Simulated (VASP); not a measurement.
A run of VASP 6.6.1 is set up as follows.

File INCAR:

```
ALGO = Fast
EDIFF = 1E-6
ENCUT = 520
GGA = PS
ISIF = 2
ISMEAR = -1
LASPH = T
LCHARG = F
LREAL = F
LWAVE = F
NBANDS = 12
NELM = 80
PREC = Accurate
SIGMA = 0.05
```

Contents of KPOINTS:

```
k-points
0
Gamma
  10 10 3
```

Contents of POSCAR:

```
Mg
1.0
    3.1145319950      0.0000000000      0.0000000000
   -1.5572659975      2.6972638285      0.0000000000
    0.0000000000      0.0000000000     10.2657773593
Mg
4
Direct
    0.6666666667      0.3333333333      0.7500000000
    0.0000000000      0.0000000000      0.5000000000
    0.3333333333      0.6666666667      0.2500000000
    0.0000000000      0.0000000000      0.0000000000
```

Potentials or basis: VASP PAW PBE potentials, release 64 (Mg).

The run is started by

```console
$ cat potpaw_PBE.64/Mg/POTCAR > POTCAR
$ mpirun -np 1 vasp_std > vasp.out
```

Q: Estimate the band gap on the k mesh.

A: Zero (bands 4 and 5 overlap by 1.95 eV).

Q: Predict the pressure.

A: 2.0 GPa.

Caveat: the PAW data sets were made with another functional, which shifts forces and pressure a little.
